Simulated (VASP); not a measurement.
# MgB (Pm-3m) in VASP: settings compared

MgB is run at these levels: BLYP+D4, HSE06; tasks: relaxation of cell and atoms.

All numbers are computed with VASP 6.6.1; they aren't measurements. Logs are shortened: lines on timing, memory, paths and dates and some standing lists are left out, and cuts for length are marked.

**1. The cell of the first run**

It takes space group Pm-3m (No. 221, cubic). Conventional cell: a = 2.895 Å, b = 2.895 Å, c = 2.895 Å, α = 90.00°, β = 90.00°, γ = 90.00°. Within 3.3 Å of Mg (site symmetry m-3m) lie 8 B at 2.51 Å and 6 Mg at 2.90 Å. Within 3.3 Å of B (site symmetry m-3m) lie 8 Mg at 2.51 Å and 6 B at 2.90 Å.

**2. Relaxation of cell and atoms, BLYP+D4**

INCAR reads:

```
AGGAC = 1.0
AGGAX = 1.0
ALDAC = 0.0
ALDAX = 1.0
ALGO = Normal
EDIFF = 1E-7
EDIFFG = -0.01
ENCUT = 600
GGA = B5
IBRION = 2
ISIF = 3
ISMEAR = -1
IVDW = 13
LASPH = T
LCHARG = F
LREAL = F
LWAVE = F
NELM = 60
NSW = 60
PREC = Accurate
SIGMA = 0.05
VDW_A1 = 0.44488865
VDW_A2 = 4.0933009
VDW_S6 = 1.0
VDW_S8 = 2.34076671
```

KPOINTS reads:

```
k-points
0
Gamma
  9 9 9
```

POSCAR reads:

```
MgB
1.0
    2.8951500000      0.0000000000      0.0000000000
    0.0000000000      2.8951500000      0.0000000000
    0.0000000000      0.0000000000      2.8951500000
Mg B
1 1
Direct
    0.0000000000      0.0000000000      0.0000000000
    0.5000000000      0.5000000000      0.5000000000
```

Potentials or basis: VASP PAW PBE potentials, release 64 (Mg, B).

The run is started by

```console
$ cat potpaw_PBE.64/Mg/POTCAR potpaw_PBE.64/B/POTCAR > POTCAR
$ mpirun -np 1 vasp_std > vasp.out
```

OUTCAR:

```text
EDIFF = 1E-7
   EDIFFG = -0.01
   ENCUT = 600
   GGA = B5
   IBRION = 2
   ISIF = 3
   ISMEAR = -1
   IVDW = 13
   LASPH = T
   LREAL = F
   NELM = 60
   NSW = 60
   PREC = Accurate

 ion  position               nearest neighbor table
   1  0.000  0.000  0.000-   2 2.51   2 2.51   2 2.51   2 2.51   2 2.51   2 2.51   2 2.51   2 2.51

   2  0.500  0.500  0.500-   1 2.51   1 2.51   1 2.51   1 2.51   1 2.51   1 2.51   1 2.51   1 2.51

  LATTYP: Found a simple cubic cell.
 ALAT       =     2.8951500000

  Lattice vectors:

 A1 = (   2.8951500000,   0.0000000000,   0.0000000000)
 A2 = (   0.0000000000,   2.8951500000,   0.0000000000)
 A3 = (   0.0000000000,   0.0000000000,   2.8951500000)

Analysis of symmetry for initial positions (statically):
=====================================================================
 Subroutine PRICEL returns:
 Original cell was already a primitive cell.

 Routine SETGRP: Setting up the symmetry group for a
 simple cubic supercell.

 Subroutine GETGRP returns: Found 48 space group operations
 (whereof 48 operations were pure point group operations)
 out of a pool of 48 trial point group operations.

The static configuration has the point symmetry O_h .

Analysis of symmetry for dynamics (positions and initial velocities):
=====================================================================
 Subroutine PRICEL returns:
 Original cell was already a primitive cell.

 Routine SETGRP: Setting up the symmetry group for a
 simple cubic supercell.

 Subroutine GETGRP returns: Found 48 space group operations
 (whereof 48 operations were pure point group operations)
 out of a pool of 48 trial point group operations.

The dynamic configuration has the point symmetry O_h .

 Subroutine INISYM returns: Found 48 space group operations
 (whereof 48 operations are pure point group operations),
 and found     1 'primitive' translations

----------------------------------------------------------------------------------------

                                     Primitive cell

  volume of cell :      24.2668

  direct lattice vectors                    reciprocal lattice vectors
     2.895150000  0.000000000  0.000000000     0.345405247  0.000000000  0.000000000
     0.000000000  2.895150000  0.000000000     0.000000000  0.345405247  0.000000000
     0.000000000  0.000000000  2.895150000     0.000000000  0.000000000  0.345405247

  length of vectors
     2.895150000  2.895150000  2.895150000     0.345405247  0.345405247  0.345405247

  position of ions in fractional coordinates (direct lattice)
     0.000000000  0.000000000  0.000000000
     0.500000000  0.500000000  0.500000000

  ion indices of the primitive-cell ions
   primitive index   ion index
                 1           1
[... 63 lines left out ...]
 SYSTEM =  unknown system
   PREC   = accura    normal or accurate (medium, high low for compatibility)
   ISTART =      0    job   : 0-new  1-cont  2-samecut
   ICHARG =      2    charge: 1-file 2-atom 10-const
   ISPIN  =      1    spin polarized calculation?
   LNONCOLLINEAR =      F non collinear calculations
   LSORBIT =      F    spin-orbit coupling
   LASPH  =      T    aspherical Exc in radial PAW
   ENCUT  =  600.0 eV  44.10 Ry    6.64 a.u.   5.78  5.78  5.78*2*pi/ulx,y,z
   NELM   =     60;   NELMIN=  2; NELMDL= -5     # of ELM steps
   EDIFF  = 0.1E-06   stopping-criterion for ELM
   LREAL  =      F    real-space projection
   EDIFFG = -.1E-01   stopping-criterion for IOM
   NSW    =     60    number of steps for IOM
   IBRION =      2    ionic relax: 0-MD 1-quasi-New 2-CG
   NFREE  =      1    steps in history (QN), initial steepest desc. (CG)
   ISIF   =      3    stress and relaxation
   ISYM   =      2    0-nonsym 1-usesym 2-fastsym
   POTIM  = 0.5000    time-step for ionic-motion
   TEBEG  =    0.0;   TEEND  =   0.0 temperature during run
   PSTRESS=    0.0 pullay stress
   NELECT =       5.0000    total number of electrons
   NUPDOWN=      -1.0000    fix difference up-down
   EMIN   =  10.00;   EMAX   =-10.00  energy-range for DOS
   EFERMI =   0.00;   METHOD = LEGACY
   ISMEAR =    -1;   SIGMA  =   0.05  broadening in eV -4-tet -1-fermi 0-gaus
   EFERMI_NEDOS =   21; number of points for ismear=-14 and -15
   IALGO  =     38    algorithm
   IMIX   =      4    mixing-type and parameters
     AMIX     =   0.40;   BMIX     =  1.00
     AMIX_MAG =   1.60;   BMIX_MAG =  1.00
  volume/ion in A,a.u.               =      12.13        81.88
  Fermi-wavevector in a.u.,A,eV,Ry     =   0.966927  1.827227 12.720742  0.934948
  Thomas-Fermi vector in A             =   2.096770
   LORBIT       =      0    0 simple, 1 ext, 2 COOP (PROOUT), +10 PAW based schemes
   GGA     = B5    functional components
   LHFCALC =     F    Hartree Fock is set to
   AEXX    =    0.0000 exact exchange contribution
   IVDW    =    13    specifies the selected vdW correction
   LEPSILON=     F    determine dielectric tensor
   LRPA    =     F    only Hartree local field effects (RPA)
 conjugate gradient relaxation of ions
 non-spin polarized calculation
  energy-cutoff  :      600.00
  volume of cell :       24.27
 maximum number of plane-waves:       819
 NGX is ok and might be reduce to    24
   NGX = 11   NGY = 11   NGZ = 11

--------------------------------------- Ionic step        1  -------------------------------------------

 number of electron       5.0000000 magnetization

 Free energy of the ion-electron system (eV)
  ---------------------------------------------------
  ext. energy  EPLUGINS =         0.00000000
  ---------------------------------------------------
  free energy    TOTEN  =        -5.32317300 eV

  energy without entropy =       -5.31668321  energy(sigma->0) =       -5.31992811

------------------------ aborting loop because EDIFF is reached ----------------------------------------

  DFT-D4 for vdW energy calculation

  Edisp (eV):   -0.70985
[... 71 lines left out ...]
--------------------------------------- Ionic step        3  -------------------------------------------

 number of electron       5.0000000 magnetization

 Free energy of the ion-electron system (eV)
  ---------------------------------------------------
  ext. energy  EPLUGINS =         0.00000000
  ---------------------------------------------------
  free energy    TOTEN  =        -5.29887367 eV

  energy without entropy =       -5.29171914  energy(sigma->0) =       -5.29529640

 E-fermi :   5.4764     XC(G=0):  -9.9411

 val. band max:        5.4064402029   @ k =   0.3333   0.2222   0.0000
 cond. band min:       5.5265598610   @ k =   0.3333   0.3333   0.3333
 fundamental gap:      0.1201196581
 Fermi energy:         5.4763957991

 k-point     1 :       0.0000    0.0000    0.0000
  band No.  band energies     occupation
      1      -5.5725      2.00000
      2       7.8290      0.00000
      3       7.8290      0.00000
      4       7.8290      0.00000
      5      12.7154      0.00000
      6      12.7154      0.00000
[... 199 lines left out ...]
 k-point    24 :       0.4444    0.3333    0.1111
  band No.  band energies     occupation
      1      -0.9690      2.00000
      2       1.6305      2.00000
      3       4.0877      2.00000
      4       9.0287      0.00000
      5       9.4889      0.00000
      6      15.6968      0.00000

 [... further k-points ...]

------------------------ aborting loop because EDIFF is reached ----------------------------------------

  DFT-D4 for vdW energy calculation

  Edisp (eV):   -0.74341
[... 25 lines left out ...]
  FREE ENERGIE OF THE ION-ELECTRON SYSTEM (eV)
  ---------------------------------------------------
  free  energy   TOTEN  =        -6.0422837716 eV

  energy  without entropy=       -6.0351292413  energy(sigma->0) =       -6.03870651

 reached required accuracy - stopping structural energy minimisation
```

OSZICAR:

```text
N       E                     dE             d eps       ncg     rms          rms(c)
DAV:   1     0.366887831748E+01    0.36689E+01   -0.22729E+03   444   0.660E+02
DAV:   2    -0.544900170926E+01   -0.91179E+01   -0.87379E+01   576   0.750E+01
DAV:   3    -0.559627593079E+01   -0.14727E+00   -0.14526E+00   540   0.103E+01
DAV:   4    -0.559658247260E+01   -0.30654E-03   -0.30650E-03   642   0.452E-01
[... 16 lines left out ...]
       N       E                     dE             d eps       ncg     rms          rms(c)
DAV:   1    -0.529892162146E+01    0.45171E-02   -0.30682E-03   504   0.579E-01    0.383E-02
DAV:   2    -0.529888188971E+01    0.39732E-04   -0.75012E-05   456   0.611E-02    0.185E-02
DAV:   3    -0.529887363499E+01    0.82547E-05   -0.39665E-05   432   0.410E-02    0.313E-03
DAV:   4    -0.529887366937E+01   -0.34384E-07   -0.81330E-07   450   0.898E-03
   3 F= -.60422838E+01 E0= -.60387065E+01  d E =-.925589E-02
```

CONTCAR:

```text
MgB
   1.00000000000000
     2.8573867625615432   -0.0000000000000000    0.0000000000000000
    -0.0000000000000000    2.8573867625615432    0.0000000000000000
    -0.0000000000000000   -0.0000000000000000    2.8573867625615432
  Mg              B
     1     1
Direct
     0.0000000000000000    0.0000000000000000    0.0000000000000000
     0.5000000000000000    0.5000000000000000    0.5000000000000000

  0.00000000E+00  0.00000000E+00  0.00000000E+00
  0.00000000E+00  0.00000000E+00  0.00000000E+00
```

Wall time 26 s (1 thread of Intel Xeon 6975P-C (Granite Rapids), shared host); peak memory 0.14 GiB.

What came out:

```
Free energy                            : -6.0423 eV
Relaxed volume                         : 11.66 Å³/atom
Relaxed cell                           : a = 2.857 Å, b = 2.857 Å, c = 2.857 Å, α = 90.00°, β = 90.00°, γ = 90.00°
Space group after relaxing (to 0.05 Å) : Pm-3m (No. 221)
Energy gained by relaxing              : 4.6 meV/atom
Ionic steps                            : 3
Pressure after relaxing                : 0.0 GPa
Dispersion energy per atom             : -0.372 eV
```

Step by step:
| step | energy change (eV) | largest force (eV/Å) | pressure (GPa) | volume (Å³) |
| --- | --- | --- | --- | --- |
| 1 | 0.0000 | 0.0000 | -3.08 | 24.27 |
| 2 | -0.0091 | 0.0000 | -0.46 | 23.46 |
| 3 | -0.0093 | 0.0000 | 0.00 | 23.33 |

Final structure:
```xyz
2
Lattice="2.8574 0.0000 0.0000 0.0000 2.8574 0.0000 0.0000 0.0000 2.8574" Properties=species:S:1:pos:R:3 pbc="T T T"
Mg    0.0000    0.0000    0.0000
B     1.4287    1.4287    1.4287
```

Caveat: the PAW data sets were made with another functional, which shifts forces and pressure a little; pairwise dispersion overbinds metals, which lowers pressure and volume.

**3. Relaxation of cell and atoms, HSE06**

POSCAR is that of step 2.

INCAR.step1 reads:

```
SYSTEM = MgB
PREC     = Accurate       ! precision mode
ENCUT    = 600            ! plane-wave cutoff, eV
EDIFF    = 1E-5           ! SCF threshold, eV
ISMEAR   = -1             ! smearing method
SIGMA    = 0.05           ! smearing width, eV
LREAL    = .FALSE.        ! projectors in reciprocal space
LASPH    = .TRUE.         ! aspherical terms in the spheres
NELM     = 80             ! most SCF steps
ALGO     = Normal         ! electronic algorithm
LWAVE    = .TRUE.         ! write WAVECAR
LCHARG   = .FALSE.        ! write CHGCAR
GGA      = PE             ! functional
NBANDS   = 10             ! bands
```

INCAR.step2 reads:

```
SYSTEM = MgB
PREC     = Accurate       ! precision mode
ENCUT    = 600            ! plane-wave cutoff, eV
EDIFF    = 1E-6           ! SCF threshold, eV
ISMEAR   = -1             ! smearing method
SIGMA    = 0.05           ! smearing width, eV
LREAL    = .FALSE.        ! projectors in reciprocal space
LASPH    = .TRUE.         ! aspherical terms in the spheres
NELM     = 80             ! most SCF steps
ALGO     = Normal         ! electronic algorithm
ISIF     = 3              ! what is computed and relaxed
LWAVE    = .FALSE.        ! write WAVECAR
LCHARG   = .FALSE.        ! write CHGCAR
GGA      = PE             ! functional
LHFCALC  = .TRUE.         ! exact exchange
HFSCREEN = 0.2079         ! screening, 1/A
PRECFOCK = Normal       
IBRION   = 2              ! ionic algorithm
NSW      = 60             ! ionic steps
EDIFFG   = -0.01          ! ionic threshold
ISTART   = 1
```

KPOINTS reads:

```
Automatic mesh
0
G
  5 5 5
  0 0 0
```

Potentials or basis: VASP PAW PBE potentials, release 64 (Mg, B).

The run is started by

```console
$ cat potpaw_PBE.64/Mg/POTCAR potpaw_PBE.64/B/POTCAR > POTCAR
$ cp INCAR.step1 INCAR
$ mpirun -np 1 vasp_std > vasp.out
$ cp INCAR.step2 INCAR
$ mpirun -np 1 vasp_std > vasp.out
```

OUTCAR:

```text
SYSTEM = MgB
   PREC = Accurate
   ENCUT = 600
   EDIFF = 1E-6
   ISMEAR = -1
   LREAL = .FALSE.
   LASPH = .TRUE.
   NELM = 80
   ISIF = 3
   GGA = PE
   LHFCALC = .TRUE.
   HFSCREEN = 0.2079
   PRECFOCK = Normal
   IBRION = 2
   NSW = 60
   EDIFFG = -0.01
   ISTART = 1

 ion  position               nearest neighbor table
   1  0.000  0.000  0.000-   2 2.51   2 2.51   2 2.51   2 2.51   2 2.51   2 2.51   2 2.51   2 2.51

   2  0.500  0.500  0.500-   1 2.51   1 2.51   1 2.51   1 2.51   1 2.51   1 2.51   1 2.51   1 2.51
[... 322 lines left out ...]

  FORCE on cell =-STRESS in cart. coord.  units (eV):
  Direction    XX          YY          ZZ          XY          YZ          ZX
  --------------------------------------------------------------------------------------
  -------------------------------------------------------------------------------------
  Total        0.0041447      0.0041447      0.0041447     -0.0000000      0.0000000     -0.0000000
  in kB        0.2763510      0.2763510      0.2763510     -0.0000000      0.0000000     -0.0000000
  external PRESSURE =       0.2763510 kB  Pullay stress =       0.0000000 kB

 VOLUME and BASIS-vectors are now :
 -----------------------------------------------------------------------------
  energy-cutoff  :      600.00
  volume of cell :       24.03
      direct lattice vectors                 reciprocal lattice vectors
     2.885670309 -0.000000000  0.000000000     0.346539935  0.000000000  0.000000000
    -0.000000000  2.885670309 -0.000000000     0.000000000  0.346539935  0.000000000
    -0.000000000 -0.000000000  2.885670309    -0.000000000  0.000000000  0.346539935

 POSITION                                       TOTAL-FORCE (eV/Angst)
 -----------------------------------------------------------------------------------
      0.00000      0.00000      0.00000        -0.000000     -0.000000      0.000000
      1.44284      1.44284      1.44284         0.000000      0.000000      0.000000
 -----------------------------------------------------------------------------------
    total drift:                                0.000093      0.000246      0.000261

  FREE ENERGIE OF THE ION-ELECTRON SYSTEM (eV)
  ---------------------------------------------------
  free  energy   TOTEN  =        -7.0625469002 eV

  energy  without entropy=       -7.0558370526  energy(sigma->0) =       -7.05919198

 reached required accuracy - stopping structural energy minimisation
```

Wall time 56 s (1 thread of Intel Xeon 6975P-C (Granite Rapids), shared host); peak memory 0.24 GiB.

What came out:

* Free energy: -7.0625 eV
* Relaxed volume: 12.01 Å³/atom
* Relaxed cell: a = 2.886 Å, b = 2.886 Å, c = 2.886 Å, α = 90.00°, β = 90.00°, γ = 90.00°
* Space group after relaxing (to 0.05 Å): Pm-3m (No. 221)
* Energy gained by relaxing: 0.3 meV/atom
* Ionic steps: 2
* Pressure after relaxing: 0.0 GPa

Step by step:
```
step  energy change (eV)  largest force (eV/Å)  pressure (GPa)  volume (Å³)
   1              0.0000                0.0000           -0.90        24.27
   2             -0.0006                0.0000            0.03        24.03
```

Final structure:
```cif
data_structure
_symmetry_space_group_name_H-M 'P 1'
_symmetry_Int_Tables_number 1
_cell_length_a 2.8857
_cell_length_b 2.8857
_cell_length_c 2.8857
_cell_angle_alpha 90.000
_cell_angle_beta 90.000
_cell_angle_gamma 90.000
_cell_volume 24.03
loop_
_atom_site_label
_atom_site_type_symbol
_atom_site_fract_x
_atom_site_fract_y
_atom_site_fract_z
_atom_site_occupancy
Mg1 Mg 0.00000 0.00000 0.00000 1
B1 B 0.50000 0.50000 0.50000 1
```

Caveat: the k points lie up to 0.44 Å⁻¹ apart in the final cell; the PAW data sets were made with another functional, which shifts forces and pressure a little.
